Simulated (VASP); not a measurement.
# BeS (F-43m) in VASP: further runs

BeS is run at these levels: PBE; tasks: single point.

Program: VASP 6.6.1. These are calculated values, not measurements. Logs are shortened: lines on timing, memory, paths and dates and some standing lists are left out, and cuts for length are marked.

## 1. The cell of the first run

Symmetry: F-43m, No. 216, cubic system. The conventional cell has a = 4.850 Å, b = 4.850 Å, c = 4.850 Å, α = 90.00°, β = 90.00°, γ = 90.00°. Be (site symmetry -43m) has 4 S at 2.10 Å within 2.8 Å. S (site symmetry -43m) has 4 Be at 2.10 Å within 2.8 Å.

## 2. Single point, PBE

Input file INCAR:

```
PREC = Accurate
ENCUT = 520
EDIFF = 1E-6
ISMEAR = -1
SIGMA = 0.02
LREAL = F
LASPH = T
NELM = 100
ALGO = Normal
ISIF = 2
LWAVE = F
LCHARG = F
GGA = PE
NBANDS = 11
```

Input file KPOINTS:

```
regular mesh
0
Gamma
  9 9 9
```

Input file POSCAR:

```
BeS
1.0
    0.0000000000      2.4250000000      2.4250000000
    2.4250000000      0.0000000000      2.4250000000
    2.4250000000      2.4250000000      0.0000000000
Be S
1 1
Direct
    0.0000000000      0.0000000000      0.0000000000
    0.7500000000      0.7500000000      0.7500000000
```

Potentials or basis: VASP PAW PBE potentials, release 64 (Be, S).

On the command line:

```console
$ cat potpaw_PBE.64/Be/POTCAR potpaw_PBE.64/S/POTCAR > POTCAR
$ mpirun -np 1 vasp_std > vasp.out
```

OUTCAR:

```text
PREC = Accurate
   ENCUT = 520
   EDIFF = 1E-6
   ISMEAR = -1
   LREAL = F
   LASPH = T
   NELM = 100
   ISIF = 2
   GGA = PE

 ion  position               nearest neighbor table
   1  0.000  0.000  0.000-   2 2.10   2 2.10   2 2.10   2 2.10
   2  0.750  0.750  0.750-   1 2.10   1 2.10   1 2.10   1 2.10

  LATTYP: Found a face centered cubic cell.
 ALAT       =     4.8500000000

  Lattice vectors:

 A1 = (   0.0000000000,   2.4250000000,   2.4250000000)
 A2 = (   2.4250000000,   0.0000000000,   2.4250000000)
 A3 = (   2.4250000000,   2.4250000000,   0.0000000000)

Analysis of symmetry for initial positions (statically):
=====================================================================
 Subroutine PRICEL returns:
 Original cell was already a primitive cell.

 Routine SETGRP: Setting up the symmetry group for a
 face centered cubic supercell.

 Subroutine GETGRP returns: Found 24 space group operations
 (whereof 24 operations were pure point group operations)
 out of a pool of 48 trial point group operations.

The static configuration has the point symmetry T_d .

Analysis of symmetry for dynamics (positions and initial velocities):
=====================================================================
 Subroutine PRICEL returns:
 Original cell was already a primitive cell.

 Routine SETGRP: Setting up the symmetry group for a
 face centered cubic supercell.

 Subroutine GETGRP returns: Found 24 space group operations
 (whereof 24 operations were pure point group operations)
 out of a pool of 48 trial point group operations.

The dynamic configuration has the point symmetry T_d .

 Subroutine INISYM returns: Found 24 space group operations
 (whereof 24 operations are pure point group operations),
 and found     1 'primitive' translations

----------------------------------------------------------------------------------------

                                     Primitive cell

  volume of cell :      28.5210

  direct lattice vectors                    reciprocal lattice vectors
     0.000000000  2.425000000  2.425000000    -0.206185567  0.206185567  0.206185567
     2.425000000  0.000000000  2.425000000     0.206185567 -0.206185567  0.206185567
     2.425000000  2.425000000  0.000000000     0.206185567  0.206185567 -0.206185567

  length of vectors
     3.429467889  3.429467889  3.429467889     0.357123878  0.357123878  0.357123878

  position of ions in fractional coordinates (direct lattice)
     0.000000000  0.000000000  0.000000000
     0.750000000  0.750000000  0.750000000

  ion indices of the primitive-cell ions
   primitive index   ion index
                 1           1
                 2           2

----------------------------------------------------------------------------------------

 KPOINTS: regular mesh

Automatic generation of k-mesh.
 Grid dimensions read from file:
 generate k-points for:    9    9    9

 Generating k-lattice:

  Cartesian coordinates                     Fractional coordinates (reciprocal lattice)
    -0.022909507  0.022909507  0.022909507     0.111111111  0.000000000  0.000000000
     0.022909507 -0.022909507  0.022909507     0.000000000  0.111111111  0.000000000
     0.022909507  0.022909507 -0.022909507     0.000000000  0.000000000  0.111111111

  Length of vectors
     0.039680431  0.039680431  0.039680431

  Shift w.r.t. Gamma in fractional coordinates (k-lattice)
     0.000000000  0.000000000  0.000000000

 Subroutine IBZKPT returns following result:
 ===========================================

 Found     35 irreducible k-points:

 Following reciprocal coordinates:
            Coordinates               Weight
  0.000000  0.000000  0.000000      1.000000
  0.111111  0.000000  0.000000      8.000000
  0.222222  0.000000  0.000000      8.000000
  0.333333  0.000000  0.000000      8.000000
  0.444444  0.000000  0.000000      8.000000
  0.111111  0.111111  0.000000      6.000000
[... 16 lines left out ...]
 -0.333333  0.333333  0.000000     12.000000
  0.444444  0.444444  0.000000      6.000000
 [... further k-points ...]
   k-points           NKPTS =     35   k-points in BZ     NKDIM =     35   number of bands    NBANDS=     11
   number of dos      NEDOS =    301   number of ions     NIONS =      2
   total plane-waves  NPLWV =  21952
   dimension x,y,z NGX =    28 NGY =   28 NGZ =   28
   dimension x,y,z NGXF=    56 NGYF=   56 NGZF=   56
   ions per type =               1   1
   NGX,Y,Z   is equivalent  to a cutoff of  13.57, 13.57, 13.57 a.u.
   NGXF,Y,Z  is equivalent  to a cutoff of  27.15, 27.15, 27.15 a.u.
 SYSTEM =  unknown system
   PREC   = accura    normal or accurate (medium, high low for compatibility)
   ISTART =      0    job   : 0-new  1-cont  2-samecut
   ICHARG =      2    charge: 1-file 2-atom 10-const
   ISPIN  =      1    spin polarized calculation?
   LNONCOLLINEAR =      F non collinear calculations
   LSORBIT =      F    spin-orbit coupling
   LASPH  =      T    aspherical Exc in radial PAW
   ENCUT  =  520.0 eV  38.22 Ry    6.18 a.u.   6.38  6.38  6.38*2*pi/ulx,y,z
   NELM   =    100;   NELMIN=  2; NELMDL= -5     # of ELM steps
   EDIFF  = 0.1E-05   stopping-criterion for ELM
   LREAL  =      F    real-space projection
   EDIFFG = 0.1E-04   stopping-criterion for IOM
   NSW    =      0    number of steps for IOM
   IBRION =     -1    ionic relax: 0-MD 1-quasi-New 2-CG
   NFREE  =      0    steps in history (QN), initial steepest desc. (CG)
   ISIF   =      2    stress and relaxation
   ISYM   =      2    0-nonsym 1-usesym 2-fastsym
   POTIM  = 0.5000    time-step for ionic-motion
   TEBEG  =    0.0;   TEEND  =   0.0 temperature during run
   PSTRESS=    0.0 pullay stress
   NELECT =       8.0000    total number of electrons
   NUPDOWN=      -1.0000    fix difference up-down
   EMIN   =  10.00;   EMAX   =-10.00  energy-range for DOS
   EFERMI =   0.00;   METHOD = LEGACY
   ISMEAR =    -1;   SIGMA  =   0.02  broadening in eV -4-tet -1-fermi 0-gaus
   EFERMI_NEDOS =   21; number of points for ismear=-14 and -15
   IALGO  =     38    algorithm
   IMIX   =      4    mixing-type and parameters
     AMIX     =   0.40;   BMIX     =  1.00
     AMIX_MAG =   1.60;   BMIX_MAG =  1.00
  volume/ion in A,a.u.               =      14.26        96.23
  Fermi-wavevector in a.u.,A,eV,Ry     =   1.071642  2.025110 15.625158  1.148417
  Thomas-Fermi vector in A             =   2.207388
   LORBIT       =      0    0 simple, 1 ext, 2 COOP (PROOUT), +10 PAW based schemes
   GGA     = PE    functional components
   LHFCALC =     F    Hartree Fock is set to
   AEXX    =    0.0000 exact exchange contribution
   IVDW    =     0    specifies the selected vdW correction
   LEPSILON=     F    determine dielectric tensor
   LRPA    =     F    only Hartree local field effects (RPA)
 non-spin polarized calculation
  energy-cutoff  :      520.00
  volume of cell :       28.52
 maximum number of plane-waves:       779
 NGX is ok and might be reduce to    28
   NGX = 13   NGY = 13   NGZ = 13

 number of electron       7.9999999 magnetization

 Free energy of the ion-electron system (eV)
  ---------------------------------------------------
  ext. energy  EPLUGINS =         0.00000000
  ---------------------------------------------------
  free energy    TOTEN  =       -10.01113703 eV

  energy without entropy =      -10.01113703  energy(sigma->0) =      -10.01113703

 E-fermi :   4.5529     XC(G=0):  -9.7308

 val. band max:        4.1747916163   @ k =   0.0000   0.0000   0.0000
 cond. band min:       7.3796534462   @ k =   0.4444   0.4444   0.0000
 fundamental gap:      3.2048618299
 Fermi energy:         4.5529282054

 k-point     1 :       0.0000    0.0000    0.0000
  band No.  band energies     occupation
      1      -9.5180      2.00000
      2       4.1748      2.00000
      3       4.1748      2.00000
      4       4.1748      2.00000
      5       9.8447      0.00000
      6       9.8447      0.00000
      7       9.8447      0.00000
      8      10.0608      0.00000
      9      16.9887      0.00000
     10      16.9887      0.00000
     11      19.0473      0.00000

 k-point     2 :       0.1111    0.0000    0.0000
  band No.  band energies     occupation
      1      -9.3773      2.00000
      2       3.1882      2.00000
      3       4.0136      2.00000
      4       4.0136      2.00000
      5       9.7879      0.00000
      6      10.1348      0.00000
      7      10.1348      0.00000
      8      11.1175      0.00000
      9      16.3970      0.00000
     10      16.3970      0.00000
     11      18.9332      0.00000

 k-point     3 :       0.2222    0.0000    0.0000
  band No.  band energies     occupation
      1      -8.9815      2.00000
      2       1.3345      2.00000
      3       3.6670      2.00000
      4       3.6670      2.00000
      5       9.7443      0.00000
      6      10.6581      0.00000
      7      10.6581      0.00000
      8      12.9966      0.00000
      9      15.9838      0.00000
     10      15.9838      0.00000
     11      18.5237      0.00000

 k-point     4 :       0.3333    0.0000    0.0000
  band No.  band energies     occupation
      1      -8.4321      2.00000
      2      -0.3853      2.00000
      3       3.3453      2.00000
      4       3.3453      2.00000
      5       9.6945      0.00000
      6      10.8355      0.00000
      7      10.8355      0.00000
      8      14.5767      0.00000
      9      16.8086      0.00000
     10      16.8086      0.00000
     11      18.4320      0.00000
[... 239 lines left out ...]
 k-point    22 :      -0.4444    0.3333    0.0000
  band No.  band energies     occupation
      1      -7.4309      2.00000
      2      -0.5514      2.00000
      3       0.5161      2.00000
      4       1.9401      2.00000
      5       8.4623      0.00000
      6      11.2324      0.00000
      7      14.6882      0.00000
      8      14.9749      0.00000
      9      17.3273      0.00000
     10      18.4674      0.00000
     11      21.3457      0.00000

 k-point    23 :      -0.3333    0.3333    0.0000
  band No.  band energies     occupation
      1      -7.4782      2.00000
      2      -0.4045      2.00000
      3       0.0737      2.00000
      4       2.3027      2.00000
      5       9.0175      0.00000
      6      13.2517      0.00000
      7      13.7356      0.00000
      8      14.7234      0.00000
      9      15.2716      0.00000
     10      16.6787      0.00000
     11      22.3606      0.00000

 k-point    24 :       0.4444    0.4444    0.0000
  band No.  band energies     occupation
      1      -7.4610      2.00000
      2      -0.6961      2.00000
      3       1.5876      2.00000
      4       1.5876      2.00000
      5       7.3797      0.00000
      6       9.1639      0.00000
      7      16.5306      0.00000
      8      16.5306      0.00000
      9      19.3033      0.00000
     10      20.3475      0.00000
     11      21.5805      0.00000

 [... further k-points ...]
[... 5 lines left out ...]
  --------------------------------------------------------------------------------------
  -------------------------------------------------------------------------------------
  Total        0.2770725      0.2770725      0.2770725      0.0000000      0.0000000      0.0000000
  in kB       15.5646316     15.5646316     15.5646316      0.0000000      0.0000000      0.0000000
  external PRESSURE =      15.5646316 kB  Pullay stress =       0.0000000 kB

 VOLUME and BASIS-vectors are now :
 -----------------------------------------------------------------------------
  energy-cutoff  :      520.00
  volume of cell :       28.52
      direct lattice vectors                 reciprocal lattice vectors
     0.000000000  2.425000000  2.425000000    -0.206185567  0.206185567  0.206185567
     2.425000000  0.000000000  2.425000000     0.206185567 -0.206185567  0.206185567
     2.425000000  2.425000000  0.000000000     0.206185567  0.206185567 -0.206185567

 POSITION                                       TOTAL-FORCE (eV/Angst)
 -----------------------------------------------------------------------------------
      0.00000      0.00000      0.00000         0.000000      0.000000      0.000000
      3.63750      3.63750      3.63750        -0.000000     -0.000000     -0.000000
 -----------------------------------------------------------------------------------
    total drift:                               -0.000000     -0.000000     -0.000000

  FREE ENERGIE OF THE ION-ELECTRON SYSTEM (eV)
  ---------------------------------------------------
  free  energy   TOTEN  =       -10.0111370306 eV

  energy  without entropy=      -10.0111370305  energy(sigma->0) =      -10.01113703
```

Wall time 21 s (1 thread of Intel Xeon Platinum 8259CL at 2.50GHz (Skylake/Cascade Lake), shared host); peak memory 0.15 GiB.

Results:

| Item | Value |
| --- | --- |
| Free energy | -10.0111 eV |
| Pressure | 1.6 GPa |
| Band gap on the k mesh | 3.20 eV, indirect (least direct gap 5.67 eV) |

Levels at points of the mesh, in eV from the valence-band top:
| k point | band 2 | band 3 | band 4 | band 5 | band 6 | band 7 |
| --- | --- | --- | --- | --- | --- | --- |
| (0.00, 0.00, 0.00) | 0.00 | 0.00 | 0.00 | 5.67 | 5.67 | 5.67 |

A k mesh can miss the band edges.

(Continued in part 2 of 2.)
